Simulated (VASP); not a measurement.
# BaTiO3 (P1) in VASP: single point with PBEsol+D4

Aim: the single point of BaTiO3 with PBEsol+D4.

Program: VASP 6.6.1. These are calculated values, not measurements. Logs are shortened: lines on timing, memory, paths and dates and some standing lists are left out, and cuts for length are marked.

**1. The cell of the first run**

The typed cell holds 5 atoms: a = 4.036 Å, b = 3.899 Å, c = 4.082 Å, α = 89.92°, β = 88.05°, γ = 90.16°.

**2. Single point, PBEsol+D4**

Input file INCAR:

```
SYSTEM = BaTiO3
  PREC = Accurate
  ENCUT = 1340
  EDIFF = 1E-6
  ISMEAR = 0
  SIGMA = 0.01
  LREAL = .FALSE.
  LASPH = .TRUE.
  NELM = 120
  ALGO = Normal
  ISIF = 2
  LWAVE = .FALSE.
  LCHARG = .FALSE.
  GGA = PS
  IVDW = 13
  NBANDS = 28
  GGA_COMPAT = .FALSE.
```

Input file KPOINTS:

```
regular mesh
0
G
  4 4 4
  0 0 0
```

Input file POSCAR:

```
BaTiO3
1.0
    2.8574700000      1.5884900000      2.3664400000
   -2.7608700000      1.5870200000      2.2496700000
    0.0470200000     -3.3027700000      2.3976500000
Ba Ti O
1 1 3
Direct
    0.9816000000      0.0107500000      0.9878300000
    0.4865663823      0.4900900124      0.5048691149
    0.5041000000      0.4895800000      0.0208700000
    0.0283200000      0.5017200000      0.5090800000
    0.5217800000      0.0261100000      0.4997500000
```

Potentials or basis: VASP PAW PBE potentials, release 64 (Ba_sv, Ti_sv, O_h).

Started as:

```bash
$ cat potpaw_PBE.64/Ba_sv/POTCAR potpaw_PBE.64/Ti_sv/POTCAR potpaw_PBE.64/O_h/POTCAR > POTCAR
$ mpirun -np 1 vasp_std > vasp.out
```

OUTCAR:

```text
SYSTEM = BaTiO3
   PREC = Accurate
   ENCUT = 1340
   EDIFF = 1E-6
   ISMEAR = 0
   LREAL = .FALSE.
   LASPH = .TRUE.
   NELM = 120
   ISIF = 2
   GGA = PS
   IVDW = 13

 ion  position               nearest neighbor table
   1  0.982  0.011  0.988-   3 2.69   4 2.74   5 2.75   5 2.77   4 2.79   3 2.80   3 2.82   4 2.87
                             5 2.90   4 2.92   3 2.94   5 3.07   2 3.35   2 3.41   2 3.42   2 3.45
   2  0.487  0.490  0.505-   5 1.82   4 1.85   3 1.97   5 2.09   3 2.11   4 2.19   1 3.35   1 3.41
                             1 3.42   1 3.45   1 3.50   1 3.50   1 3.52   1 3.61
   3  0.504  0.490  0.021-   2 1.97   2 2.11   1 2.69   1 2.80   1 2.82   1 2.94
   4  0.028  0.502  0.509-   2 1.85   2 2.19   1 2.74   1 2.79   1 2.87   1 2.92
   5  0.522  0.026  0.500-   2 1.82   2 2.09   1 2.75   1 2.77   1 2.90   1 3.07

  LATTYP: Found a triclinic cell.
 ALAT       =     7.0163844785
 B/A-ratio  =     1.3153365365
 C/A-ratio  =     0.5556965619
 COS(alpha) =     0.0000182729
 COS(beta)  =     0.5548965545
 COS(gamma) =     0.7921277550

  Lattice vectors:

 A1 = (  -0.1436200000,   0.1272600000,  -7.0137600000)
 A2 = (  -2.9515100000,   5.0170500000,  -7.1617400000)
 A3 = (   2.7608700000,  -1.5870200000,  -2.2496700000)

Analysis of symmetry for initial positions (statically):
=====================================================================
 Subroutine PRICEL returns:
 Original cell was already a primitive cell.

 Routine SETGRP: Setting up the symmetry group for a
 triclinic supercell.

 Subroutine GETGRP returns: Found  1 space group operations
 (whereof  1 operations were pure point group operations)
 out of a pool of  2 trial point group operations.

The static configuration has the point symmetry C_1 .

Analysis of symmetry for dynamics (positions and initial velocities):
=====================================================================
 Subroutine PRICEL returns:
 Original cell was already a primitive cell.

 Routine SETGRP: Setting up the symmetry group for a
 triclinic supercell.

 Subroutine GETGRP returns: Found  1 space group operations
 (whereof  1 operations were pure point group operations)
 out of a pool of  2 trial point group operations.

The dynamic configuration has the point symmetry C_1 .

 Subroutine INISYM returns: Found  1 space group operations
 (whereof  1 operations are pure point group operations),
 and found     1 'primitive' translations

----------------------------------------------------------------------------------------

                                     Primitive cell

  volume of cell :      64.1895

  direct lattice vectors                    reciprocal lattice vectors
     2.857470000  1.588490000  2.366440000     0.175032806  0.104773892  0.140893802
    -2.760870000  1.587020000  2.249670000    -0.181095935  0.105000775  0.148190328
     0.047020000 -3.302770000  2.397650000    -0.002835502 -0.201930316  0.138971049

  length of vectors
     4.035898110  3.898980732  4.081571520     0.247921590  0.256478603  0.245146579

  position of ions in fractional coordinates (direct lattice)
     0.981600000  0.010750000  0.987830000
     0.486566382  0.490090012  0.504869115
     0.504100000  0.489580000  0.020870000
     0.028320000  0.501720000  0.509080000
     0.521780000  0.026110000  0.499750000

  ion indices of the primitive-cell ions
   primitive index   ion index
                 1           1
                 2           2
                 3           3
                 4           4
                 5           5

----------------------------------------------------------------------------------------

 KPOINTS: regular mesh

Automatic generation of k-mesh.
 Grid dimensions read from file:
 generate k-points for:    4    4    4

 Generating k-lattice:

  Cartesian coordinates                     Fractional coordinates (reciprocal lattice)
     0.043758201  0.026193473  0.035223451     0.250000000  0.000000000 -0.000000000
    -0.045273984  0.026250194  0.037047582     0.000000000  0.250000000  0.000000000
    -0.000708875 -0.050482579  0.034742762     0.000000000  0.000000000  0.250000000

  Length of vectors
     0.061980398  0.064119651  0.061286645

  Shift w.r.t. Gamma in fractional coordinates (k-lattice)
     0.000000000  0.000000000  0.000000000

 Subroutine IBZKPT returns following result:
 ===========================================

 Found     36 irreducible k-points:

 Following reciprocal coordinates:
            Coordinates               Weight
  0.000000  0.000000  0.000000      1.000000
  0.250000  0.000000 -0.000000      2.000000
  0.500000  0.000000 -0.000000      1.000000
  0.000000  0.250000 -0.000000      2.000000
  0.250000  0.250000 -0.000000      2.000000
  0.500000  0.250000  0.000000      2.000000
[... 16 lines left out ...]
 -0.000000 -0.250000  0.250000      2.000000
  0.250000 -0.250000  0.250000      2.000000
 [... further k-points ...]
   k-points           NKPTS =     36   k-points in BZ     NKDIM =     36   number of bands    NBANDS=     28
   number of dos      NEDOS =    301   number of ions     NIONS =      5
   total plane-waves  NPLWV = 115200
   dimension x,y,z NGX =    48 NGY =   48 NGZ =   50
   dimension x,y,z NGXF=    96 NGYF=   96 NGZF=  100
   ions per type =               1   1   3
   NGX,Y,Z   is equivalent  to a cutoff of  19.77, 20.47, 20.37 a.u.
   NGXF,Y,Z  is equivalent  to a cutoff of  39.54, 40.93, 40.73 a.u.
 SYSTEM =  BaTiO3
   PREC   = accura    normal or accurate (medium, high low for compatibility)
   ISTART =      0    job   : 0-new  1-cont  2-samecut
   ICHARG =      2    charge: 1-file 2-atom 10-const
   ISPIN  =      1    spin polarized calculation?
   LNONCOLLINEAR =      F non collinear calculations
   LSORBIT =      F    spin-orbit coupling
   LASPH  =      T    aspherical Exc in radial PAW
   ENCUT  = 1340.0 eV  98.49 Ry    9.92 a.u.  12.05 11.64 12.18*2*pi/ulx,y,z
   NELM   =    120;   NELMIN=  2; NELMDL= -5     # of ELM steps
   EDIFF  = 0.1E-05   stopping-criterion for ELM
   LREAL  =      F    real-space projection
   EDIFFG = 0.1E-04   stopping-criterion for IOM
   NSW    =      0    number of steps for IOM
   IBRION =     -1    ionic relax: 0-MD 1-quasi-New 2-CG
   NFREE  =      0    steps in history (QN), initial steepest desc. (CG)
   ISIF   =      2    stress and relaxation
   ISYM   =      2    0-nonsym 1-usesym 2-fastsym
   POTIM  = 0.5000    time-step for ionic-motion
   TEBEG  =    0.0;   TEEND  =   0.0 temperature during run
   PSTRESS=    0.0 pullay stress
   NELECT =      40.0000    total number of electrons
   NUPDOWN=      -1.0000    fix difference up-down
   EMIN   =  10.00;   EMAX   =-10.00  energy-range for DOS
   EFERMI =   0.00;   METHOD = LEGACY
   ISMEAR =     0;   SIGMA  =   0.01  broadening in eV -4-tet -1-fermi 0-gaus
   EFERMI_NEDOS =   21; number of points for ismear=-14 and -15
   IALGO  =     38    algorithm
   IMIX   =      4    mixing-type and parameters
     AMIX     =   0.40;   BMIX     =  1.00
     AMIX_MAG =   1.60;   BMIX_MAG =  1.00
  volume/ion in A,a.u.               =      12.84        86.63
  Fermi-wavevector in a.u.,A,eV,Ry     =   1.398321  2.642444 26.603499  1.955302
  Thomas-Fermi vector in A             =   2.521491
   LORBIT       =      0    0 simple, 1 ext, 2 COOP (PROOUT), +10 PAW based schemes
   GGA     = PS    functional components
   LHFCALC =     F    Hartree Fock is set to
   AEXX    =    0.0000 exact exchange contribution
   IVDW    =    13    specifies the selected vdW correction
   LEPSILON=     F    determine dielectric tensor
   LRPA    =     F    only Hartree local field effects (RPA)
 non-spin polarized calculation
 Gauss-broadening in eV      SIGMA  =   0.01
  energy-cutoff  :     1340.00
  volume of cell :       64.19
 maximum number of plane-waves:      7180
   NGX = 25   NGY = 23   NGZ = 25

 number of electron      40.0000001 magnetization

 Free energy of the ion-electron system (eV)
  ---------------------------------------------------
  ext. energy  EPLUGINS =         0.00000000
  ---------------------------------------------------
  free energy    TOTEN  =       -41.82433131 eV

  energy without entropy =      -41.82433131  energy(sigma->0) =      -41.82433131

 E-fermi :   4.1588     XC(G=0): -11.4897

 val. band max:        4.0673810815   @ k =   0.5000   0.5000   0.5000
 cond. band min:       6.0837192023   @ k =   0.0000   0.0000   0.0000
 fundamental gap:      2.0163381209
 Fermi energy:         4.1588104186

 k-point     1 :       0.0000    0.0000    0.0000
  band No.  band energies     occupation
      1     -52.0642      2.00000
      2     -28.4762      2.00000
      3     -28.4521      2.00000
      4     -28.3868      2.00000
      5     -20.7524      2.00000
      6     -12.8310      2.00000
[... 20 lines left out ...]
     27       9.2435      0.00000
     28      11.1305      0.00000

 k-point     2 :       0.2500    0.0000   -0.0000
  band No.  band energies     occupation
      1     -52.0638      2.00000
      2     -28.4783      2.00000
      3     -28.4736      2.00000
      4     -28.3865      2.00000
      5     -20.6949      2.00000
      6     -12.9086      2.00000
[... 20 lines left out ...]
     27      10.2667      0.00000
     28      12.4273      0.00000

 k-point     3 :       0.5000    0.0000   -0.0000
  band No.  band energies     occupation
      1     -52.0633      2.00000
      2     -28.5017      2.00000
      3     -28.4738      2.00000
      4     -28.3858      2.00000
      5     -20.6358      2.00000
      6     -13.0535      2.00000
[... 616 lines left out ...]
      3     -28.4506      2.00000
      4     -28.4058      2.00000
      5     -20.6368      2.00000
      6     -12.7612      2.00000
[... 20 lines left out ...]
     27      11.1805      0.00000
     28      12.4776      0.00000

 k-point    24 :       0.2500   -0.2500    0.2500
  band No.  band energies     occupation
      1     -52.0626      2.00000
      2     -28.5114      2.00000
      3     -28.4736      2.00000
      4     -28.4058      2.00000
      5     -20.5979      2.00000
      6     -12.5963      2.00000
[... 20 lines left out ...]
     27      11.5227      0.00000
     28      12.1313      0.00000

 [... further k-points ...]

------------------------ aborting loop because EDIFF is reached ----------------------------------------

  DFT-D4 for vdW energy calculation

  Edisp (eV):   -0.62387

  FORCE on cell =-STRESS in cart. coord.  units (eV):
  Direction    XX          YY          ZZ          XY          YZ          ZX
  --------------------------------------------------------------------------------------
  -------------------------------------------------------------------------------------
  Total       1.19699     0.24817    -1.16854     0.00764     1.80804    -1.41955
  in kB      29.87715     6.19440   -29.16689     0.19071    45.12897   -35.43223
  external pressure =        2.30 kB  Pullay stress =        0.00 kB

 VOLUME and BASIS-vectors are now :
 -----------------------------------------------------------------------------
  energy-cutoff  :     1340.00
  volume of cell :       64.19
      direct lattice vectors                 reciprocal lattice vectors
     2.857470000  1.588490000  2.366440000     0.175032806  0.104773892  0.140893802
    -2.760870000  1.587020000  2.249670000    -0.181095935  0.105000775  0.148190328
     0.047020000 -3.302770000  2.397650000    -0.002835502 -0.201930316  0.138971049

 POSITION                                       TOTAL-FORCE (eV/Angst)
 -----------------------------------------------------------------------------------
      2.82166     -1.68625      4.71555         0.506831     -0.327597      0.312493
      0.06101     -0.11678      3.46447        -0.544100      0.495260     -0.380238
      0.08977      1.50880      2.34435        -0.347767      0.718879      0.251344
     -1.28032     -0.84015      2.41632        -0.488696     -0.102428      0.190478
      1.44238     -0.78028      2.49173         0.873732     -0.784114     -0.374078
 -----------------------------------------------------------------------------------
    total drift:                                0.000157     -0.000165      0.000479

  FREE ENERGIE OF THE ION-ELECTRON SYSTEM (eV)
  ---------------------------------------------------
  free  energy   TOTEN  =       -42.4482029653 eV

  energy  without entropy=      -42.4482029653  energy(sigma->0) =      -42.44820297
```

It took 2.1 min on 1 thread of Intel Xeon 6975P-C (Granite Rapids), shared host; peak memory 0.51 GiB.

Results:

```yaml
Free_energy: -42.4482 eV
Pressure: 0.2 GPa
Largest_force: 1.232 eV/Å
Band_gap_on_the_k_mesh: 2.02 eV (least direct gap 2.29 eV)
Dispersion_energy_per_atom: -0.125 eV
```

Forces on the atoms (eV/Å):
```
Ba   0.507 -0.328  0.312
Ti  -0.544  0.495 -0.380
O   -0.348  0.719  0.251
O   -0.489 -0.102  0.190
O    0.874 -0.784 -0.374
```

Levels at points of the mesh, in eV from the valence-band top:
```tsv
k point	band 16	band 17	band 18	band 19	band 20	band 21	band 22	band 23	band 24	band 25
(0.00, 0.00, 0.00)	-1.34	-1.19	-0.55	-0.41	-0.28	2.02	2.14	2.49	4.15	4.58
(0.50, 0.00, 0.00)	-2.02	-1.81	-1.72	-0.77	-0.73	2.15	3.68	3.78	4.28	6.25
(0.00, 0.50, 0.00)	-2.20	-2.06	-1.74	-1.04	-0.77	2.20	3.86	3.95	4.19	6.16
(0.50, 0.50, 0.00)	-2.91	-1.67	-0.69	-0.66	-0.17	3.68	3.93	4.20	4.81	7.78
(0.00, 0.00, 0.50)	-2.25	-1.48	-1.33	-1.19	-1.02	2.55	3.50	3.54	4.52	6.05
(0.50, 0.00, 0.50)	-2.56	-1.72	-1.21	-1.13	-0.20	3.56	3.83	3.99	5.32	7.50
(0.00, 0.50, 0.50)	-2.74	-1.75	-0.94	-0.88	-0.12	3.57	3.97	4.19	4.83	7.67
(0.50, 0.50, 0.50)	-2.52	-2.26	-0.14	-0.11	0.00	4.25	4.41	4.49	6.41	6.56
```

Caveat: the stress differs along the axes, from -3 to 3 GPa; the PAW data sets were made with another functional, which shifts forces and pressure a little; spin-orbit coupling is left out, which moves the levels of the heavy elements. A k mesh can miss the band edges.
